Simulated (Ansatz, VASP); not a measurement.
**SiSb3 in VASP and in Ansatz**

```
CELL_PARAMETERS angstrom
6.36134 0.00000 0.00000
-3.18067 5.50908 0.00000
0.00000 0.00000 6.77937
ATOMIC_POSITIONS crystal
Sb 0.03000 0.37000 0.25000
Sb 0.66000 0.03000 0.75000
Sb 0.63000 0.66000 0.25000
Sb 0.97000 0.63000 0.75000
Sb 0.34000 0.97000 0.25000
Sb 0.37000 0.34000 0.75000
Si 0.33330 0.66670 0.25000
Si 0.66660 0.33330 0.75000
```

Alike in both runs: task relaxation of cell and atoms; functional PBE; k mesh 3 × 3 × 3; occupations gaussian, width 0.2864 eV; no spin polarisation.

|  | VASP | Ansatz |
| --- | --- | --- |
| version | VASP 6.6.1 | Ansatz 0.2.0 |
| potentials or method | VASP PAW PBE potentials, release 64 (Sb, Si), cutoff 600 eV | PAW plane waves |
| valence electrons in the cell | 38 | 98 |

```csv
,VASP,Ansatz,Ansatz less VASP
"gap on the k mesh at the Fermi level, each at its own relaxed structure (eV)",none,none,-
relaxed volume (Å³/atom),25.15,25.25,+0.097
relaxed length of the cell vector where the two differ most in proportion (Å),5.405,5.416,+0.0109
```

A gap of «none» marks a metal or a gap that the smearing closes. VASP's potentials hold 38 valence electrons a cell and Ansatz's 98, so a difference there can come from the potentials and not from the codes. Ansatz's warnings: structure snapped to symmetry.

The k mesh is coarse, so the values compare programs but aren't converged. Spin-orbit coupling is off throughout. Noted on VASP's run: the volume moved by over 15 % at a fixed basis, so the end points are rough.
